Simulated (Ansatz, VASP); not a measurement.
PbS in VASP and in Ansatz

```xyz
2
Lattice="0.0000 3.3767 3.3767 3.3767 0.0000 3.3767 3.3767 3.3767 0.0000" Properties=species:S:1:pos:R:3 pbc="T T T"
Pb    0.0000    0.0000    0.0000
S     1.6884    1.6884    1.6884
```

Change from the starting cell: volume scaled by 1.05.

Alike in both runs: task single point; functional PBE; k mesh 11 × 11 × 11; occupations fermi-dirac, width 0.03 eV; no spin polarisation.

|  | VASP | Ansatz |
| --- | --- | --- |
| version | VASP 6.6.1 | Ansatz 0.2.0 |
| potentials or method | VASP PAW PBE potentials, release 64 (Pb_d, S), cutoff 520 eV | all-electron LAPW, scalar-relativistic |

|  | VASP | Ansatz | Ansatz less VASP |
| --- | --- | --- | --- |
| pressure (GPa) | -1.6 | -1.5 | +0.05 |

Ansatz ran all-electron here, and VASP with PAW potentials.

Spin-orbit coupling is off throughout.
